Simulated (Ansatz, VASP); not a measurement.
# One calculation of Cu, two programs

```
Cu
1.0
     0.00000    1.75882    1.75882
     1.75882    0.00000    1.75882
     1.75882    1.75882    0.00000
Cu
1
Direct
  0.00000 0.00000 0.00000
```

Alike in both runs: task single point; functional LDA; k mesh 15 × 15 × 15; occupations gaussian, width 0.6 eV; no spin polarisation.

```csv
,VASP,Ansatz
version,VASP 6.6.1,Ansatz 0.2.0
potentials or method,"VASP PAW LDA potentials, release 64 (Cu), cutoff 520 eV","plane waves (420 eV) with PAW, scalar-relativistic"
valence electrons in the cell,11,19
```

|  | VASP | Ansatz | Ansatz less VASP |
| --- | --- | --- | --- |
| pressure (GPa) | 1.2 | 0.3 | -0.84 |

Ansatz warns that its potentials were made for another functional, while VASP's fit it. LDA's correlation is that of Perdew and Zunger in VASP and of Perdew and Wang (1992) in Ansatz. VASP's potentials hold 11 valence electrons a cell and Ansatz's 19, so a difference there can come from the potentials and not from the codes.
